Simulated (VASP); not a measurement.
Co: single point with LDA

The system is Co.

```
Co
1.0
     2.42724    0.00000    0.00000
    -1.21362    2.10205    0.00000
     0.00000    0.00000    3.91545
Co
2
Direct
  0.66667 0.33333 0.25003
  0.33333 0.66667 0.74997
```

| Quantity | Value |
| --- | --- |
| Program | VASP 6.6.1 |
| Task | single point |
| Functional | LDA |
| Potentials or basis | VASP PAW LDA potentials, release 64 (Co) |
| Cutoff | 600 eV |
| k mesh | 9 × 9 × 6 |
| Occupations | gaussian, width 0.1 eV |
| Spin | collinear spin, ferromagnetic start |
| Starting moments | [1.77, 1.77] μB |
| Dipole correction | no |
| Further INCAR settings | ALGO = Normal; EDIFF = 1e-06; NBANDS = 20 |

```yaml
Pressure: -0.8 GPa
Net_moment: 2.97 μB per cell
Site_moments: Co +1.48 μB
Valence_electrons_inside_the_program's_atomic_spheres: Co 8.46
```

Forces in eV/Å, atoms in the order of the input:
```
Co   0.000  0.000 -0.002
Co   0.000  0.000  0.002
```

Stress tensor (GPa, compression positive):
```
-0.81  0.00  0.00
 0.00 -0.81  0.00
 0.00  0.00 -0.64
```

Levels at points of the mesh, in eV from the Fermi level:
Spin up:
| k point | band 7 | band 8 | band 9 | band 10 | band 11 | band 12 | band 13 | band 14 |
| --- | --- | --- | --- | --- | --- | --- | --- | --- |
| (0.00, 0.00, 0.00) | -2.14 | -1.75 | -1.75 | -0.46 | -0.46 | -0.04 | 7.30 | 22.68 |
| (0.00, 0.00, 0.50) | -2.59 | -2.59 | -0.82 | -0.82 | -0.82 | -0.82 | 16.13 | 16.13 |
Spin down:
```tsv
k point	band 4	band 5	band 6	band 7	band 8	band 9	band 10	band 11
(0.00, 0.00, 0.00)	-1.15	-1.15	-0.73	-0.73	-0.28	-0.28	0.13	1.10
(0.00, 0.00, 0.50)	-1.73	-1.23	-1.23	-1.23	-1.23	0.72	0.72	0.72
```

Wall time 33 s on 1 thread of Intel Xeon 6975P-C (shared host), peak memory 0.16 GiB.
